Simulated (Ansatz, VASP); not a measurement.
# One calculation of Sn, two programs

```
CELL_PARAMETERS angstrom
0.00000 3.42627 2.91233
3.42627 0.00000 2.91233
3.42627 3.42627 0.00000
ATOMIC_POSITIONS crystal
Sn 0.50000 0.50000 0.50000
Sn 0.75000 0.75000 0.75000
```

Alike in both runs: task single point; functional r2SCAN; k mesh 14 × 14 × 14; occupations gaussian, width 0.15 eV; no spin polarisation.

```csv
,VASP,Ansatz
version,VASP 6.6.1,Ansatz 0.2.0
potentials or method,"VASP PAW PBE potentials, release 64 (Sn_d), cutoff 520 eV","scalar-relativistic, plane waves, PAW"
valence electrons in the cell,28,28
```

VASP gave:

```
gap on the k mesh at the Fermi level (eV)                     : none
pressure (GPa)                                                : 1.3
traceless stress, the component that is largest in VASP (GPa) : 2.62
```

Task: Estimate Ansatz's values.

Result: gap on the k mesh at the Fermi level (eV): none; pressure (GPa): 1.3; traceless stress, the component that is largest in VASP (GPa): 2.63.

VASP's potentials were made for PBE, not for r2SCAN. A gap of «none» marks a metal or a gap that the smearing closes.
